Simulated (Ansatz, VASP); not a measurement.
# GaP in VASP and in Ansatz

```
CELL_PARAMETERS angstrom
0.00000 2.72525 2.72525
2.72525 0.00000 2.72525
2.72525 2.72525 0.00000
ATOMIC_POSITIONS crystal
Ga 0.00000 0.00000 0.00000
P 0.75000 0.75000 0.75000
```

Alike in both runs: task single point; functional revPBE; k mesh 6 × 6 × 6; no spin polarisation.

```csv
,VASP,Ansatz
version,VASP 6.6.1,Ansatz 0.2.0
potentials or method,"VASP PAW PBE potentials, release 64 (Ga_d, P), cutoff 500 eV","plane waves, PAW"
occupations,"gaussian, width 0.01 eV",fixed
valence electrons in the cell,18,18
```

Ansatz gave:

- gap on the k mesh at the Fermi level (eV): 1.73

Question: Which values does VASP return?

Answer: gap on the k mesh at the Fermi level (eV): 1.72.

VASP's potentials were made for PBE, not for revPBE.
